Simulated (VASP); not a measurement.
Set up this calculation in VASP 6.6.1, as the native input.

```yaml
Task: single point
Functional: LDA
Potentials_or_basis: VASP PAW LDA potentials, release 64 (Ga_d)
Cutoff: 520 eV
k_mesh: 20 × 20 × 20
Occupations: fermi-dirac, width 0.1 eV
Spin: no spin polarisation
Dipole_correction: no
Further_INCAR_settings: ALGO = Normal; EDIFF = 1e-06; NBANDS = 12
```

The structure of Ga lies in POSCAR:

```
Ga
1.0
   -1.6320511905      1.6320511905      1.6320511905
    1.6320511905     -1.6320511905      1.6320511905
    1.6320511905      1.6320511905     -1.6320511905
Ga
1
Direct
    0.0000000000      0.0000000000      0.0000000000
```

These files were run (other wordings do the same):

INCAR

```
SYSTEM = Ga
  ALGO = Normal
  EDIFF = 1E-6
  ENCUT = 520
  ISIF = 2
  ISMEAR = -1
  LASPH = .True.
  LCHARG = .False.
  LREAL = .False.
  LWAVE = .False.
  NBANDS = 12
  NELM = 80
  PREC = Accurate
  SIGMA = 0.1
```

KPOINTS

```
k-points
0
Gamma
  20 20 20
  0 0 0
```

Potentials or basis: VASP PAW LDA potentials, release 64 (Ga_d).

Run with:

```sh
$ cat potpaw_LDA.64/Ga_d/POTCAR > POTCAR
$ mpirun -np 1 vasp_std > vasp.out
```

It gave:

```yaml
Pressure: 0.1 GPa
```

Run time: 59 s on 1 thread of AMD EPYC 7R13 (shared host), peak memory 0.14 GiB.
